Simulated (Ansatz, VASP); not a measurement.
# One calculation of Sn, two programs

Contents of INCAR:

```
SYSTEM = Sn
PREC = Accurate ; ENCUT = 600
EDIFF = 1E-6 ; ISMEAR = -1
SIGMA = 0.05 ; LREAL = .FALSE.
LASPH = .TRUE. ; NELM = 60
ALGO = Normal ; ISIF = 3
LWAVE = .FALSE. ; LCHARG = .FALSE.
GGA = PS ; IVDW = 12
IBRION = 2 ; NSW = 80
EDIFFG = -0.02
```

Contents of KPOINTS:

```
Automatic mesh
0
G
  9 9 9
  0 0 0
```

POSCAR

```
Sn
1.0
   -2.9401404553      2.9401404553      1.5993019889
    2.9401404553     -2.9401404553      1.5993019889
    2.9401404553      2.9401404553     -1.5993019889
Sn
2
Direct
    0.0000000000      0.0000000000      0.0000000000
    0.7500000000      0.2500000000      0.5000000000
```

Contents of input.yaml:

```yaml
crystal:
  lattice:
    - [-2.9401404553, 2.9401404553, 1.5993019889]
    - [2.9401404553, -2.9401404553, 1.5993019889]
    - [2.9401404553, 2.9401404553, -1.5993019889]
  atoms:
    - { symbol: Sn, position: [0.0, 0.0, 0.0] }
    - { symbol: Sn, position: [0.75, 0.25, 0.5] }
kpoints:
  mp_grid: { grid: [9, 9, 9] }
scf:
  occupations: { method: fermi_dirac, width: 0.05 }
hamiltonian:
  xc: pbesol
  dispersion: d3bj
  pseudopotentials: { kind: all_electron, lapw: { basis_error: 0.001 } }
output:
  forces: true
  stress: true
relax:
  f_tol: 0.02
  max_steps: 60
  cell: {}
```

Alike in both runs: task relaxation of cell and atoms; functional PBEsol; dispersion D3(BJ); k mesh 9 × 9 × 9; occupations fermi-dirac, width 0.05 eV; no spin polarisation.

```csv
,VASP,Ansatz
version,VASP 6.6.1,Ansatz 0.2.0
potentials or method,"VASP PAW PBE potentials, release 64 (Sn_d), cutoff 600 eV","all-electron LAPW, scalar-relativistic"
```

```tsv
	VASP	Ansatz	Ansatz less VASP
relaxed volume (Å³/atom)	25.79	25.75	-0.041
relaxed cell length with the largest relative difference (Å)	4.361	4.359	-0.0024
```

VASP's potentials were made for PBE, not for PBEsol. Ansatz ran all-electron here, and VASP with PAW potentials.
